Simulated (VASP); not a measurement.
Write the native input for VASP 6.6.1 that does the following.

```
Task                   : single point
Functional             : PBE
Potentials or basis    : VASP PAW PBE potentials, release 64 (Hf_pv, N)
Cutoff                 : 520 eV
k mesh                 : 11 × 11 × 11
Occupations            : gaussian, width 0.1 eV
Spin                   : no spin polarisation
Dipole correction      : no
Further INCAR settings : ALGO = Normal; EDIFF = 1e-06; NBANDS = 14
```

The structure of HfN lies in POSCAR:

```
HfN
1.0
    0.0000000000      2.2255097759      2.2255097759
    2.2255097759      0.0000000000      2.2255097759
    2.2255097759      2.2255097759      0.0000000000
Hf N
1 1
Direct
    0.0000000000      0.0000000000      0.0000000000
    0.5000000000      0.5000000000      0.5000000000
```

These files were run (other wordings do the same):

INCAR

```
PREC = Accurate
ENCUT = 520
EDIFF = 1E-6
ISMEAR = 0
SIGMA = 0.1
LREAL = False
LASPH = True
NELM = 80
ALGO = Normal
ISIF = 2
LWAVE = False
LCHARG = False
GGA = PE
NBANDS = 14
```

KPOINTS

```
Automatic mesh
0
Gamma
  11 11 11
```

Potentials or basis: VASP PAW PBE potentials, release 64 (Hf_pv, N).

The run is started by

```bash
$ cat potpaw_PBE.64/Hf_pv/POTCAR potpaw_PBE.64/N/POTCAR > POTCAR
$ mpirun -np 1 vasp_std > vasp.out
```

It gave:

```
Pressure : 17.1 GPa
```

Wall time 30 s on 1 thread of Intel Xeon 6975P-C, on a shared host, peak memory 0.15 GiB.
